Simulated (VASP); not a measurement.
# BeSe4 (P4/mmm) in VASP: further runs, part 2 of 2

VASP 6.6.1.

### Step 5. Relaxation of cell and atoms, PBE

This run uses another cell than the first one, of 22.79 Å³/atom, 0.984 times its volume.

Contents of INCAR:

```
SYSTEM = BeSe4
  ALGO = Normal
  EDIFF = 1E-7
  EDIFFG = -0.01
  ENCUT = 600
  GGA = PE
  IBRION = 2
  ISIF = 3
  ISMEAR = 0
  LASPH = .True.
  LCHARG = .False.
  LREAL = .False.
  LWAVE = .False.
  NELM = 100
  NSW = 100
  PREC = Accurate
  SIGMA = 0.1
```

Contents of KPOINTS:

```
k-points
0
Gamma
  8 8 10
  0 0 0
```

Contents of POSCAR:

```
BeSe4
1.0
    5.2251697255      0.0000000000      0.0000000000
    0.0000000000      5.2251697255      0.0000000000
    0.0000000000      0.0000000000      4.1728820704
Be Se
1 4
Direct
    0.5000000000      0.5000000000      0.5000000000
    0.0000000000      0.0000000000      0.5000000000
    0.0000000000      0.5000000000      0.0000000000
    0.5000000000      0.0000000000      0.0000000000
    0.5000000000      0.5000000000      0.0000000000
```

Potentials or basis: VASP PAW PBE potentials, release 64 (Be, Se).

On the command line:

```
cat potpaw_PBE.64/Be/POTCAR potpaw_PBE.64/Se/POTCAR > POTCAR
mpirun -np 1 vasp_std > vasp.out
```

OUTCAR:

```text
SYSTEM = BeSe4
   EDIFF = 1E-7
   EDIFFG = -0.01
   ENCUT = 600
   GGA = PE
   IBRION = 2
   ISIF = 3
   ISMEAR = 0
   LASPH = .True.
   LREAL = .False.
   NELM = 100
   NSW = 100
   PREC = Accurate

 ion  position               nearest neighbor table
   1  0.500  0.500  0.500-   5 2.09   5 2.09
   2  0.000  0.000  0.500-
   3  0.000  0.500  0.000-   5 2.61   5 2.61
   4  0.500  0.000  0.000-   5 2.61   5 2.61
   5  0.500  0.500  0.000-   1 2.09   1 2.09   4 2.61   3 2.61   4 2.61   3 2.61

  LATTYP: Found a simple tetragonal cell.
 ALAT       =     5.2251697255
 C/A-ratio  =     0.7986117752

  Lattice vectors:

 A1 = (   5.2251697255,   0.0000000000,   0.0000000000)
 A2 = (   0.0000000000,   5.2251697255,   0.0000000000)
 A3 = (   0.0000000000,   0.0000000000,   4.1728820704)

Analysis of symmetry for initial positions (statically):
=====================================================================
 Subroutine PRICEL returns:
 Original cell was already a primitive cell.

 Routine SETGRP: Setting up the symmetry group for a
 simple tetragonal supercell.

 Subroutine GETGRP returns: Found 16 space group operations
 (whereof 16 operations were pure point group operations)
 out of a pool of 16 trial point group operations.

The static configuration has the point symmetry D_4h.

Analysis of symmetry for dynamics (positions and initial velocities):
=====================================================================
 Subroutine PRICEL returns:
 Original cell was already a primitive cell.

 Routine SETGRP: Setting up the symmetry group for a
 simple tetragonal supercell.

 Subroutine GETGRP returns: Found 16 space group operations
 (whereof 16 operations were pure point group operations)
 out of a pool of 16 trial point group operations.

The dynamic configuration has the point symmetry D_4h.

 Subroutine INISYM returns: Found 16 space group operations
 (whereof 16 operations are pure point group operations),
 and found     1 'primitive' translations

----------------------------------------------------------------------------------------

                                     Primitive cell

  volume of cell :     113.9297

  direct lattice vectors                    reciprocal lattice vectors
     5.225169725  0.000000000  0.000000000     0.191381343  0.000000000  0.000000000
     0.000000000  5.225169725  0.000000000     0.000000000  0.191381343  0.000000000
     0.000000000  0.000000000  4.172882070     0.000000000  0.000000000  0.239642526

  length of vectors
     5.225169725  5.225169725  4.172882070     0.191381343  0.191381343  0.239642526

  position of ions in fractional coordinates (direct lattice)
     0.500000000  0.500000000  0.500000000
     0.000000000  0.000000000  0.500000000
     0.000000000  0.500000000  0.000000000
     0.500000000  0.000000000  0.000000000
     0.500000000  0.500000000  0.000000000

  ion indices of the primitive-cell ions
   primitive index   ion index
                 1           1
                 2           2
                 3           3
                 4           4
                 5           5

[... 29 lines left out ...]
  0.125000  0.000000  0.000000      4.000000
  0.250000  0.000000  0.000000      4.000000
  0.375000  0.000000  0.000000      4.000000
  0.500000  0.000000  0.000000      2.000000
  0.125000  0.125000  0.000000      4.000000
[... 16 lines left out ...]
  0.375000  0.125000  0.100000     16.000000
  0.500000  0.125000  0.100000      8.000000
 [... further k-points ...]
   k-points           NKPTS =     90   k-points in BZ     NKDIM =     90   number of bands    NBANDS=     17
   number of dos      NEDOS =    301   number of ions     NIONS =      5
   total plane-waves  NPLWV =  63504
   dimension x,y,z NGX =    42 NGY =   42 NGZ =   36
   dimension x,y,z NGXF=    84 NGYF=   84 NGZF=   72
   ions per type =               1   4
   NGX,Y,Z   is equivalent  to a cutoff of  13.36, 13.36, 14.34 a.u.
   NGXF,Y,Z  is equivalent  to a cutoff of  26.73, 26.73, 28.68 a.u.
 SYSTEM =  BeSe4
   PREC   = accura    normal or accurate (medium, high low for compatibility)
   ISTART =      0    job   : 0-new  1-cont  2-samecut
   ICHARG =      2    charge: 1-file 2-atom 10-const
   ISPIN  =      1    spin polarized calculation?
   LNONCOLLINEAR =      F non collinear calculations
   LSORBIT =      F    spin-orbit coupling
   LASPH  =      T    aspherical Exc in radial PAW
   ENCUT  =  600.0 eV  44.10 Ry    6.64 a.u.  10.44 10.44  8.33*2*pi/ulx,y,z
   NELM   =    100;   NELMIN=  2; NELMDL= -5     # of ELM steps
   EDIFF  = 0.1E-06   stopping-criterion for ELM
   LREAL  =      F    real-space projection
   EDIFFG = -.1E-01   stopping-criterion for IOM
   NSW    =    100    number of steps for IOM
   IBRION =      2    ionic relax: 0-MD 1-quasi-New 2-CG
   NFREE  =      1    steps in history (QN), initial steepest desc. (CG)
   ISIF   =      3    stress and relaxation
   ISYM   =      2    0-nonsym 1-usesym 2-fastsym
   POTIM  = 0.5000    time-step for ionic-motion
   TEBEG  =    0.0;   TEEND  =   0.0 temperature during run
   PSTRESS=    0.0 pullay stress
   NELECT =      26.0000    total number of electrons
   NUPDOWN=      -1.0000    fix difference up-down
   EMIN   =  10.00;   EMAX   =-10.00  energy-range for DOS
   EFERMI =   0.00;   METHOD = LEGACY
   ISMEAR =     0;   SIGMA  =   0.10  broadening in eV -4-tet -1-fermi 0-gaus
   EFERMI_NEDOS =   21; number of points for ismear=-14 and -15
   IALGO  =     38    algorithm
   IMIX   =      4    mixing-type and parameters
     AMIX     =   0.40;   BMIX     =  1.00
     AMIX_MAG =   1.60;   BMIX_MAG =  1.00
  volume/ion in A,a.u.               =      22.79       153.77
  Fermi-wavevector in a.u.,A,eV,Ry     =   1.000431  1.890540 13.617546  1.000861
  Thomas-Fermi vector in A             =   2.132786
   LORBIT       =      0    0 simple, 1 ext, 2 COOP (PROOUT), +10 PAW based schemes
   GGA     = PE    functional components
   LHFCALC =     F    Hartree Fock is set to
   AEXX    =    0.0000 exact exchange contribution
   IVDW    =     0    specifies the selected vdW correction
   LEPSILON=     F    determine dielectric tensor
   LRPA    =     F    only Hartree local field effects (RPA)
 conjugate gradient relaxation of ions
 non-spin polarized calculation
 Gauss-broadening in eV      SIGMA  =   0.10
  energy-cutoff  :      600.00
  volume of cell :      113.93
 maximum number of plane-waves:      3844
 NGX is ok and might be reduce to    42
   NGX = 21   NGY = 21   NGZ = 17

--------------------------------------- Ionic step        1  -------------------------------------------

 number of electron      25.9999999 magnetization

 Free energy of the ion-electron system (eV)
  ---------------------------------------------------
  ext. energy  EPLUGINS =         0.00000000
  ---------------------------------------------------
  free energy    TOTEN  =       -14.16560610 eV

  energy without entropy =      -14.14520053  energy(sigma->0) =      -14.15540331

------------------------ aborting loop because EDIFF is reached ----------------------------------------

  FORCE on cell =-STRESS in cart. coord.  units (eV):
  Direction    XX          YY          ZZ          XY          YZ          ZX
  --------------------------------------------------------------------------------------
  -------------------------------------------------------------------------------------
  Total        1.4595040      1.4595040     -1.8274541      0.0000000     -0.0000000      0.0000000
  in kB       20.5248013     20.5248013    -25.6992322      0.0000000     -0.0000000      0.0000000
  external PRESSURE =       5.1167901 kB  Pullay stress =       0.0000000 kB
[... 221 lines left out ...]
--------------------------------------- Ionic step        7  -------------------------------------------

 number of electron      26.0000004 magnetization

 Free energy of the ion-electron system (eV)
  ---------------------------------------------------
  ext. energy  EPLUGINS =         0.00000000
  ---------------------------------------------------
  free energy    TOTEN  =       -14.25283472 eV

  energy without entropy =      -14.23966749  energy(sigma->0) =      -14.24625111

 E-fermi :   3.3704     XC(G=0):  -9.2597

 val. band max:        3.3600481388   @ k =   0.3750   0.2500   0.0000
 cond. band min:       3.3839388811   @ k =   0.5000   0.2500   0.2000
 fundamental gap:      0.0238907423
 Fermi energy:         3.3703921227

 k-point     1 :       0.0000    0.0000    0.0000
  band No.  band energies     occupation
      1     -12.5093      2.00000
      2      -9.2834      2.00000
      3      -8.8906      2.00000
      4      -7.4413      2.00000
      5      -3.3560      2.00000
      6      -3.3560      2.00000
[... 457 lines left out ...]
      4      -8.4968      2.00000
      5      -3.1053      2.00000
      6      -2.7715      2.00000
[... 9 lines left out ...]
     16       4.6407      0.00000
     17       5.7158      0.00000

 [... further k-points ...]
[... 5 lines left out ...]
  --------------------------------------------------------------------------------------
  -------------------------------------------------------------------------------------
  Total        0.0192913      0.0192913      0.0487473      0.0000000      0.0000000      0.0000000
  in kB        0.2668868      0.2668868      0.6743958      0.0000000      0.0000000      0.0000000
  external PRESSURE =       0.4027231 kB  Pullay stress =       0.0000000 kB
[... 20 lines left out ...]
  FREE ENERGIE OF THE ION-ELECTRON SYSTEM (eV)
  ---------------------------------------------------
  free  energy   TOTEN  =       -14.2528347243 eV

  energy  without entropy=      -14.2396674930  energy(sigma->0) =      -14.24625111

 reached required accuracy - stopping structural energy minimisation
```

CONTCAR:

```text
BeSe4
   1.00000000000000
     5.3678097426250098    0.0000000000000000    0.0000000000000000
     0.0000000000000000    5.3678097426250098   -0.0000000000000000
     0.0000000000000000   -0.0000000000000000    4.0193134105161867
  Be              Se
     1     4
Direct
     0.5000000000000000    0.5000000000000000    0.5000000000000000
     0.0000000000000000    1.0000000000000000    0.5000000000000000
     0.0000000000000000    0.5000000000000000    1.0000000000000000
     0.5000000000000000    1.0000000000000000    1.0000000000000000
     0.5000000000000000    0.5000000000000000    0.0000000000000000

  0.00000000E+00  0.00000000E+00  0.00000000E+00
  0.00000000E+00  0.00000000E+00  0.00000000E+00
  0.00000000E+00  0.00000000E+00  0.00000000E+00
  0.00000000E+00  0.00000000E+00  0.00000000E+00
  0.00000000E+00  0.00000000E+00  0.00000000E+00
```

Wall time 6.8 min (1 thread of Intel Xeon 6975P-C (Granite Rapids), shared host); peak memory 0.37 GiB.

Results:

| Property | Result |
| --- | --- |
| Free energy | -14.2528 eV |
| Relaxed volume | 23.16 Å³/atom |
| Relaxed cell | a = 5.368 Å, b = 5.368 Å, c = 4.019 Å, α = 90.00°, β = 90.00°, γ = 90.00° |
| Space group after relaxing (to 0.05 Å) | P4/mmm (No. 123) |
| Energy gained by relaxing | 17.4 meV/atom |
| Ionic steps | 7 |
| Pressure after relaxing | 0.0 GPa |
| Band gap on the k mesh | zero (band 13 reaches 4.30 eV, above the bottom of band 14 at 2.08 eV) |

Step by step:
```csv
step,energy change (eV),largest force (eV/Å),pressure (GPa),volume (Å³)
1,0.0000,0.0000,0.51,113.93
2,-0.0607,0.0000,0.15,115.10
3,-0.0850,0.0000,-0.18,116.47
4,-0.0870,0.0000,-0.12,116.12
5,-0.0871,0.0000,-0.14,116.20
6,-0.0871,0.0000,-0.15,116.24
7,-0.0872,0.0000,0.04,115.81
```

Final structure:
```xyz
5
Lattice="5.3678 0.0000 0.0000 0.0000 5.3678 0.0000 0.0000 0.0000 4.0193" Properties=species:S:1:pos:R:3 pbc="T T T"
Be    2.6839    2.6839    2.0097
Se    0.0000    5.3678    2.0097
Se    0.0000    2.6839    4.0193
Se    2.6839    5.3678    4.0193
Se    2.6839    2.6839    0.0000
```

### Step 6. Overview

| task | cell | k mesh | cutoff (eV) | gap on the mesh (eV) | pressure (GPa) | relaxed volume (Å³/atom) |
| --- | --- | --- | --- | --- | --- | --- |
| single point | a = 5.367, b = 5.367, c = 4.018 Å, 5 atoms | 8 × 8 × 10 | 520 | none | 0.1 | - |
| relaxation of cell and atoms | relaxed from a = 4.943, b = 4.943, c = 6.014 Å, 5 atoms | 4 × 4 × 4 | 600 | - | 0.0 | 22.74 |
| relaxation of cell and atoms | relaxed from a = 5.225, b = 5.225, c = 4.173 Å, 5 atoms | 8 × 8 × 10 | 600 | none | 0.0 | 23.16 |

Alike in all rows: level PBE; potentials or basis VASP PAW PBE potentials, release 64 (Be, Se); no spin polarisation; smearing gaussian 0.1 eV.

Caveats: the volume moved by over 15 % at a fixed basis, so the end points are rough (some runs); the bands computed are all filled at some k points, so no gap is given (some runs).

Total energies depend on the potentials used, so only differences within one code and one set of settings carry meaning.
